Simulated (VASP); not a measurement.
Here is a VASP 6.6.1 calculation.

INCAR

```
ALGO = Normal
EDIFF = 1E-7
ENCUT = 520
ISIF = 2
ISMEAR = -1
LASPH = T
LCHARG = F
LREAL = F
LWAVE = F
NBANDS = 12
NELM = 100
PREC = Accurate
SIGMA = 0.1
```

Contents of KPOINTS:

```
k-points
0
Gamma
  12 12 8
```

File POSCAR:

```
N
1.0
    2.5194740000      0.0000000000      0.0000000000
   -1.2597370000      2.1819280000      0.0000000000
    0.0000000000      0.0000000000      2.4460020000
N
2
Direct
    0.6666666667      0.3333333333      0.2500000000
    0.3333333333      0.6666666667      0.7500000000
```

Potentials or basis: VASP PAW LDA potentials, release 64 (N).

Command:

```sh
$ cat potpaw_LDA.64/N/POTCAR > POTCAR
$ mpirun -np 1 vasp_std > vasp.out
```

(1) Predict the band gap on the k mesh.

(2) Estimate the pressure.

Answers

(1) zero (band 5 reaches 7.83 eV, above the bottom of band 6 at 2.92 eV).

(2) -7.1 GPa.
